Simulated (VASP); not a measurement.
# C (a cell with a defect) in VASP: single point with PBE

Aim: the single point of C (a cell with a defect) with PBE.

Everything below comes from runs of VASP 6.6.1. Logs are shortened: lines on timing, memory, paths and dates and some standing lists are left out, and cuts for length are marked.

## 1. The cell of the first run

The cell holds a defect, 15 atoms: a = 5.051 Å, b = 5.051 Å, c = 5.051 Å, α = 60.00°, β = 60.00°, γ = 60.00°.

## 2. Single point, PBE

Contents of INCAR:

```
SYSTEM = C
ALGO = Normal
EDIFF = 1E-7
ENCUT = 520
GGA = PE
ISIF = 2
ISMEAR = 0
LASPH = .True.
LCHARG = .False.
LREAL = Auto
LWAVE = .False.
NBANDS = 43
NELM = 60
PREC = Accurate
SIGMA = 0.05
```

Contents of KPOINTS:

```
k-points
0
Gamma
  6 6 6
  0 0 0
```

Contents of POSCAR:

```
C
1.0
    3.5715485858      0.0000000000     -3.5715485858
    0.0000000000      3.5715485858     -3.5715485858
    3.5715485858      3.5715485858      0.0000000000
C
15
Direct
    0.2500000000      0.2500000000      0.2500000000
    0.2500000000      0.7500000000      0.7500000000
    0.2500000000      0.7500000000      0.2500000000
    0.7500000000      0.2500000000      0.7500000000
    0.7500000000      0.2500000000      0.2500000000
    0.7500000000      0.7500000000      0.7500000000
    0.7500000000      0.7500000000      0.2500000000
    0.1250000000      0.1250000000      0.1250000000
    0.1250000000      0.1250000000      0.6250000000
    0.1250000000      0.6250000000      0.1250000000
    0.1875000000      0.4375000000      0.6875000000
    0.6250000000      0.1250000000      0.1250000000
    0.6250000000      0.1250000000      0.6250000000
    0.6250000000      0.6250000000      0.1250000000
    0.6250000000      0.6250000000      0.6250000000
```

Potentials or basis: VASP PAW PBE potentials, release 64 (C).

Run with:

```console
$ cat potpaw_PBE.64/C/POTCAR > POTCAR
$ mpirun -np 1 vasp_std > vasp.out
```

OUTCAR:

```text
SYSTEM = C
   EDIFF = 1E-7
   ENCUT = 520
   GGA = PE
   ISIF = 2
   ISMEAR = 0
   LASPH = .True.
   LREAL = Auto
   NELM = 60
   PREC = Accurate

 ion  position               nearest neighbor table
   1  0.250  0.250  0.250-   8 1.55   9 1.55  10 1.55  12 1.55
   2  0.250  0.750  0.750-   9 1.55  10 1.55  15 1.55  11 1.95
   3  0.250  0.750  0.250-   8 1.55  10 1.55  14 1.55  11 1.95
   4  0.750  0.250  0.750-   9 1.55  12 1.55  13 1.55  15 1.55
   5  0.750  0.250  0.250-   8 1.55  12 1.55  13 1.55  14 1.55
   6  0.750  0.750  0.750-  13 1.55  14 1.55  15 1.55  11 1.95
   7  0.750  0.750  0.250-  10 1.55  12 1.55  14 1.55  15 1.55
   8  0.125  0.125  0.125-   1 1.55   3 1.55   5 1.55  11 1.95
   9  0.125  0.125  0.625-   1 1.55   2 1.55   4 1.55  11 1.95
  10  0.125  0.625  0.125-   1 1.55   2 1.55   3 1.55   7 1.55
  11  0.188  0.438  0.688-   2 1.95   9 1.95   6 1.95   8 1.95   3 1.95  13 1.95
  12  0.625  0.125  0.125-   1 1.55   4 1.55   5 1.55   7 1.55
  13  0.625  0.125  0.625-   4 1.55   5 1.55   6 1.55  11 1.95
  14  0.625  0.625  0.125-   3 1.55   5 1.55   6 1.55   7 1.55
  15  0.625  0.625  0.625-   2 1.55   4 1.55   6 1.55   7 1.55

  LATTYP: Found a face centered cubic cell.
 ALAT       =     7.1430971716

  Lattice vectors:

 A1 = (   3.5715485858,   0.0000000000,  -3.5715485858)
 A2 = (   0.0000000000,   3.5715485858,  -3.5715485858)
 A3 = (   3.5715485858,   3.5715485858,   0.0000000000)

Analysis of symmetry for initial positions (statically):
=====================================================================
 Subroutine PRICEL returns:
 Original cell was already a primitive cell.

 Routine SETGRP: Setting up the symmetry group for a
 face centered cubic supercell.

 Subroutine GETGRP returns: Found 12 space group operations
 (whereof  2 operations were pure point group operations)
 out of a pool of 48 trial point group operations.

The static configuration has the point symmetry C_1h.
 The point group associated with its full space group is D_3d.

Analysis of symmetry for dynamics (positions and initial velocities):
=====================================================================
 Subroutine PRICEL returns:
 Original cell was already a primitive cell.

 Routine SETGRP: Setting up the symmetry group for a
 face centered cubic supercell.

 Subroutine GETGRP returns: Found 12 space group operations
 (whereof  2 operations were pure point group operations)
 out of a pool of 48 trial point group operations.

The dynamic configuration has the point symmetry C_1h.
 The point group associated with its full space group is D_3d.

 Subroutine INISYM returns: Found 12 space group operations
 (whereof  2 operations are pure point group operations),
 and found     1 'primitive' translations

----------------------------------------------------------------------------------------

                                     Primitive cell

  volume of cell :      91.1171

  direct lattice vectors                    reciprocal lattice vectors
     3.571548586  0.000000000 -3.571548586     0.139995296 -0.139995296 -0.139995296
     0.000000000  3.571548586 -3.571548586    -0.139995296  0.139995296 -0.139995296
     3.571548586  3.571548586  0.000000000     0.139995296  0.139995296  0.139995296

  length of vectors
     5.050932449  5.050932449  5.050932449     0.242478965  0.242478965  0.242478965

  position of ions in fractional coordinates (direct lattice)
     0.250000000  0.250000000  0.250000000
     0.250000000  0.750000000  0.750000000
     0.250000000  0.750000000  0.250000000
     0.750000000  0.250000000  0.750000000
     0.750000000  0.250000000  0.250000000
     0.750000000  0.750000000  0.750000000
     0.750000000  0.750000000  0.250000000
     0.125000000  0.125000000  0.125000000
     0.125000000  0.125000000  0.625000000
     0.125000000  0.625000000  0.125000000
     0.187500000  0.437500000  0.687500000
     0.625000000  0.125000000  0.125000000
     0.625000000  0.125000000  0.625000000
     0.625000000  0.625000000  0.125000000
     0.625000000  0.625000000  0.625000000

  ion indices of the primitive-cell ions
   primitive index   ion index
                 1           1
                 2           2
                 3           3
                 4           4
                 5           5
                 6           6
                 7           7
                 8           8
                 9           9
                10          10
                11          11
                12          12
                13          13
                14          14
                15          15

----------------------------------------------------------------------------------------

 KPOINTS: k-points

Automatic generation of k-mesh.
 Grid dimensions read from file:
 generate k-points for:    6    6    6

 Generating k-lattice:

  Cartesian coordinates                     Fractional coordinates (reciprocal lattice)
     0.023332549 -0.023332549 -0.023332549     0.166666667  0.000000000  0.000000000
    -0.023332549  0.023332549 -0.023332549     0.000000000  0.166666667  0.000000000
     0.023332549  0.023332549  0.023332549     0.000000000  0.000000000  0.166666667

  Length of vectors
     0.040413161  0.040413161  0.040413161

  Shift w.r.t. Gamma in fractional coordinates (k-lattice)
     0.000000000  0.000000000  0.000000000

 Subroutine IBZKPT returns following result:
 ===========================================

 Found     32 irreducible k-points:

 Following reciprocal coordinates:
            Coordinates               Weight
  0.000000  0.000000  0.000000      1.000000
  0.166667  0.000000  0.000000      6.000000
  0.000000  0.166667  0.000000      2.000000
  0.333333  0.000000  0.000000      6.000000
  0.000000  0.333333  0.000000      2.000000
  0.500000  0.000000  0.000000      3.000000
[... 16 lines left out ...]
  0.333333  0.000000  0.500000     12.000000
 -0.333333  0.333333  0.000000      6.000000
 [... further k-points ...]
   k-points           NKPTS =     32   k-points in BZ     NKDIM =     32   number of bands    NBANDS=     43
   number of dos      NEDOS =    301   number of ions     NIONS =     15
   total plane-waves  NPLWV =  64000
   dimension x,y,z NGX =    40 NGY =   40 NGZ =   40
   dimension x,y,z NGXF=    80 NGYF=   80 NGZF=   80
   ions per type =              15
   NGX,Y,Z   is equivalent  to a cutoff of  13.17, 13.17, 13.17 a.u.
   NGXF,Y,Z  is equivalent  to a cutoff of  26.33, 26.33, 26.33 a.u.
 SYSTEM =  C
   PREC   = accura    normal or accurate (medium, high low for compatibility)
   ISTART =      0    job   : 0-new  1-cont  2-samecut
   ICHARG =      2    charge: 1-file 2-atom 10-const
   ISPIN  =      1    spin polarized calculation?
   LNONCOLLINEAR =      F non collinear calculations
   LSORBIT =      F    spin-orbit coupling
   LASPH  =      T    aspherical Exc in radial PAW
   ENCUT  =  520.0 eV  38.22 Ry    6.18 a.u.   9.39  9.39  9.39*2*pi/ulx,y,z
   NELM   =     60;   NELMIN=  2; NELMDL= -5     # of ELM steps
   EDIFF  = 0.1E-06   stopping-criterion for ELM
   LREAL  =      T    real-space projection
   EDIFFG = 0.1E-05   stopping-criterion for IOM
   NSW    =      0    number of steps for IOM
   IBRION =     -1    ionic relax: 0-MD 1-quasi-New 2-CG
   NFREE  =      0    steps in history (QN), initial steepest desc. (CG)
   ISIF   =      2    stress and relaxation
   ISYM   =      2    0-nonsym 1-usesym 2-fastsym
   POTIM  = 0.5000    time-step for ionic-motion
   TEBEG  =    0.0;   TEEND  =   0.0 temperature during run
   PSTRESS=    0.0 pullay stress
   NELECT =      60.0000    total number of electrons
   NUPDOWN=      -1.0000    fix difference up-down
   EMIN   =  10.00;   EMAX   =-10.00  energy-range for DOS
   EFERMI =   0.00;   METHOD = LEGACY
   ISMEAR =     0;   SIGMA  =   0.05  broadening in eV -4-tet -1-fermi 0-gaus
   EFERMI_NEDOS =   21; number of points for ismear=-14 and -15
   IALGO  =     38    algorithm
   IMIX   =      4    mixing-type and parameters
     AMIX     =   0.40;   BMIX     =  1.00
     AMIX_MAG =   1.60;   BMIX_MAG =  1.00
  volume/ion in A,a.u.               =       6.07        40.99
  Fermi-wavevector in a.u.,A,eV,Ry     =   1.424269  2.691478 27.599992  2.028542
  Thomas-Fermi vector in A             =   2.544778
   LORBIT       =      0    0 simple, 1 ext, 2 COOP (PROOUT), +10 PAW based schemes
   GGA     = PE    functional components
   LHFCALC =     F    Hartree Fock is set to
   AEXX    =    0.0000 exact exchange contribution
   IVDW    =     0    specifies the selected vdW correction
   LEPSILON=     F    determine dielectric tensor
   LRPA    =     F    only Hartree local field effects (RPA)
 non-spin polarized calculation
 Gauss-broadening in eV      SIGMA  =   0.05
  energy-cutoff  :      520.00
  volume of cell :       91.12
 maximum number of plane-waves:      2475
 NGX is ok and might be reduce to    40
   NGX = 19   NGY = 19   NGZ = 19

 number of electron      59.9999995 magnetization

 Free energy of the ion-electron system (eV)
  ---------------------------------------------------
  ext. energy  EPLUGINS =         0.00000000
  ---------------------------------------------------
  free energy    TOTEN  =      -127.17498880 eV

  energy without entropy =     -127.17172067  energy(sigma->0) =     -127.17335473

 E-fermi :   9.0212     XC(G=0): -12.9912

 val. band max:        9.0067734051   @ k =   0.3333   0.3333   0.0000
 cond. band min:       9.0619843835   @ k =   0.1667  -0.3333   0.3333
 fundamental gap:      0.0552109784
 Fermi energy:         9.0212014702

 k-point     1 :       0.0000    0.0000    0.0000
  band No.  band energies     occupation
      1     -11.9944      2.00000
      2      -6.6041      2.00000
      3      -6.6041      2.00000
      4      -6.3508      2.00000
      5      -5.5028      2.00000
      6      -4.2930      2.00000
[... 34 lines left out ...]
     41      15.7229      0.00000
     42      16.0776      0.00000

 k-point     2 :       0.1667    0.0000    0.0000
  band No.  band energies     occupation
      1     -11.8103      2.00000
      2      -7.5310      2.00000
      3      -6.6137      2.00000
      4      -6.4081      2.00000
      5      -5.9198      2.00000
      6      -4.7656      2.00000
[... 34 lines left out ...]
     41      15.9274      0.00000
     42      16.1748      0.00000

 k-point     3 :       0.0000    0.1667    0.0000
  band No.  band energies     occupation
      1     -11.8053      2.00000
      2      -7.4969      2.00000
      3      -6.6295      2.00000
      4      -6.6295      2.00000
      5      -5.7913      2.00000
      6      -4.7331      2.00000
[... 897 lines left out ...]
      4      -7.3977      2.00000
      5      -7.1309      2.00000
      6      -5.6519      2.00000
[... 34 lines left out ...]
     41      17.9847      0.00000
     42      18.2048      0.00000

 k-point    24 :      -0.3333    0.3333    0.0000
  band No.  band energies     occupation
      1     -10.1194      2.00000
      2      -9.3205      2.00000
      3      -9.1260      2.00000
      4      -7.2744      2.00000
      5      -6.4735      2.00000
      6      -4.7845      2.00000
[... 34 lines left out ...]
     41      17.7045      0.00000
     42      18.0314      0.00000

 [... further k-points ...]

 [bands above 42 left out]

------------------------ aborting loop because EDIFF is reached ----------------------------------------

  FORCE on cell =-STRESS in cart. coord.  units (eV):
  Direction    XX          YY          ZZ          XY          YZ          ZX
  --------------------------------------------------------------------------------------
  -------------------------------------------------------------------------------------
  Total       -6.3027876     -6.3027876     -6.3027876      8.8472759      8.8472759     -8.8472759
  in kB     -110.8264876   -110.8264876   -110.8264876    155.5680728    155.5680728   -155.5680728
  external PRESSURE =    -110.8264876 kB  Pullay stress =       0.0000000 kB

 VOLUME and BASIS-vectors are now :
 -----------------------------------------------------------------------------
  energy-cutoff  :      520.00
  volume of cell :       91.12
      direct lattice vectors                 reciprocal lattice vectors
     3.571548586  0.000000000 -3.571548586     0.139995296 -0.139995296 -0.139995296
     0.000000000  3.571548586 -3.571548586    -0.139995296  0.139995296 -0.139995296
     3.571548586  3.571548586  0.000000000     0.139995296  0.139995296  0.139995296

 POSITION                                       TOTAL-FORCE (eV/Angst)
 -----------------------------------------------------------------------------------
      1.78577      1.78577     -1.78577        -0.087576      0.087576     -0.227416
      3.57155      5.35732     -3.57155         2.709963      1.150824     -1.150824
      1.78577      3.57155     -3.57155        -1.150824     -2.709963     -1.150824
      5.35732      3.57155     -3.57155        -0.087576      0.227416     -0.087576
      3.57155      1.78577     -3.57155        -0.227416      0.087576     -0.087576
      5.35732      5.35732     -5.35732        -1.150824      1.150824      2.709963
      3.57155      3.57155     -5.35732        -0.062598      0.062598     -0.062598
      0.89289      0.89289     -0.89289         1.150824      2.709963      1.150824
      2.67866      2.67866     -0.89289        -2.709963     -1.150824      1.150824
      0.89289      2.67866     -2.67866         0.087576     -0.087576      0.227416
      3.12511      4.01799     -2.23222        -0.000000      0.000000     -0.000000
      2.67866      0.89289     -2.67866         0.062598     -0.062598      0.062598
      4.46444      2.67866     -2.67866         1.150824     -1.150824     -2.709963
      2.67866      2.67866     -4.46444         0.227416     -0.087576      0.087576
      4.46444      4.46444     -4.46444         0.087576     -0.227416      0.087576
 -----------------------------------------------------------------------------------
    total drift:                               -0.000000      0.000000      0.000000

  FREE ENERGIE OF THE ION-ELECTRON SYSTEM (eV)
  ---------------------------------------------------
  free  energy   TOTEN  =      -127.1749887951 eV

  energy  without entropy=     -127.1717206733  energy(sigma->0) =     -127.17335473
```

Wall time 11 min (1 thread of Intel Xeon 8259CL, shared host); peak memory 0.26 GiB.

Results:

```yaml
Free_energy: -127.1750 eV
Pressure: -11.1 GPa
Largest_force: 3.161 eV/Å
Band_gap_on_the_k_mesh: zero (bands 30 and 31 overlap by 3.46 eV)
```

Forces in eV/Å, atoms in the order of the input:
```
C   -0.088  0.088 -0.227
C    2.710  1.151 -1.151
C   -1.151 -2.710 -1.151
C   -0.088  0.227 -0.088
C   -0.227  0.088 -0.088
C   -1.151  1.151  2.710
C   -0.063  0.063 -0.063
C    1.151  2.710  1.151
C   -2.710 -1.151  1.151
C    0.088 -0.088  0.227
C    0.000  0.000  0.000
C    0.063 -0.063  0.063
C    1.151 -1.151 -2.710
C    0.227 -0.088  0.088
C    0.088 -0.227  0.088
```

Caveat: the cell differs from its parent crystal (atoms taken out, atom 11 moved 0.500 of the way to it and +0.000 Å across, host rigid).

The gap in the log of VASP goes by the Fermi energy; the results here count the filled bands.